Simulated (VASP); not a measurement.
## Li: single point with r2SCAN

Crystal: Li.

```
Li
1.0
    -1.75000    1.66250    1.66250
     1.75000   -1.83750    1.83750
     1.75000    1.83750   -1.83750
Li
1
Cartesian
  0.0000 0.0000 0.0000
```

This cell differs from its parent crystal: strain -0.1000 x Voigt [0, 0, 0, 1, 0, 0].

```json
{
  "Program": "VASP 6.6.1",
  "Task": "single point",
  "Functional": "r2SCAN",
  "Potentials or basis": "VASP PAW PBE potentials, release 64 (Li_sv)",
  "Cutoff": "520 eV",
  "k mesh": "20 × 20 × 20",
  "Occupations": "gaussian, width 0.15 eV",
  "Spin": "no spin polarisation",
  "Dipole correction": "no",
  "Further INCAR settings": "ALGO = Normal; EDIFF = 1e-06; NBANDS = 8"
}
```

```
Band gap on the k mesh : zero (an odd number of electrons rules out a gap without spin polarisation)
```

Levels at points of the mesh, in eV from the Fermi level:
```
           k point  band 1  band 2  band 3  band 4  band 5
(0.00, 0.00, 0.00)  -48.26   -3.78   14.54   15.78   16.43
(0.50, 0.00, 0.00)  -48.24    0.78    3.99   10.35   12.12
(0.00, 0.50, 0.00)  -48.25    0.27    3.37   10.51   13.28
(0.00, 0.50, 0.50)  -48.25   -0.17    2.74   11.81   13.05
(0.50, 0.50, 0.50)  -48.23    5.62    5.83    6.24    7.94
```

Run time: 9.4 min on 1 thread of Intel(R) Xeon(R) Platinum 8124M CPU @ 3.00GHz (Skylake/Cascade Lake), with other jobs on the host, peak memory 0.26 GiB.

Caveat: the cell differs from its parent crystal (strain -0.1000 x Voigt [0, 0, 0, 1, 0, 0]).
